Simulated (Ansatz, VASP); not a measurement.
Ba: VASP beside Ansatz

```
Ba
1.0
     3.82040    0.00000    0.00000
     0.00000    3.82040    0.00000
     0.00000    0.00000    3.82040
Ba
1
Direct
  0.00000 0.00000 0.00000
```

Alike in both runs: functional BLYP; dispersion D3(BJ); k mesh 7 × 7 × 7; occupations fermi-dirac, width 0.05 eV; no spin polarisation.

Ansatz relaxed the structure, and its values are those at the end. VASP's run is a single point on that final structure, the one shown.

```csv
,VASP,Ansatz
version,VASP 6.6.1,Ansatz 0.2.0
potentials or method,"VASP PAW PBE potentials, release 64 (Ba_sv)","plane waves, PAW"
plane-wave cutoff (eV),520,420
valence electrons in the cell,10,10
```

```tsv
	VASP	Ansatz	Ansatz less VASP
pressure (GPa)	0.2	0.0	-0.19
```

VASP's potentials were made for PBE, not for BLYP.

Neither program's run includes spin-orbit coupling.
